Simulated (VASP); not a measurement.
A run of VASP 6.6.1:

File INCAR:

```
SYSTEM = Ti
  PREC = Accurate
  ENCUT = 520
  EDIFF = 1E-6
  ISMEAR = 0
  SIGMA = 0.1
  LREAL = .False.
  LASPH = .True.
  NELM = 100
  ALGO = Normal
  ISIF = 2
  LWAVE = .False.
  LCHARG = .False.
  GGA = PE
  NBANDS = 58
```

File KPOINTS:

```
Automatic mesh
0
Gamma
  2 2 2
  0 0 0
```

File POSCAR:

```
Ti
1.0
    0.0000000000      7.1855091626      7.1855091626
    7.1855091626      0.0000000000      7.1855091626
    7.1855091626      7.1855091626      0.0000000000
Ti
8
Direct
    0.8139166125      0.0620277958      0.0620277958
    0.1879722042      0.1879722042      0.1879722042
    0.1879722042      0.1879722042      0.4360833875
    0.1879722042      0.4360833875      0.1879722042
    0.0620277958      0.8139166125      0.0620277958
    0.0620277958      0.0620277958      0.0620277958
    0.0620277958      0.0620277958      0.8139166125
    0.4360833875      0.1879722042      0.1879722042
```

Potentials or basis: VASP PAW PBE potentials, release 64 (Ti_sv).

Launch:

```console
$ cat potpaw_PBE.64/Ti_sv/POTCAR > POTCAR
$ mpirun -np 1 vasp_std > vasp.out
```

Hardware: 1 thread of AMD EPYC 9R45 96-Core Processor (Zen 5) (shared host).

Question: Estimate the wall time of this run.

Answer: Run time: 4 min on 1 thread of AMD EPYC 9R45 96-Core Processor (Zen 5), on a shared host, peak memory 0.88 GiB. Counts: scf iterations 19, k points 3.
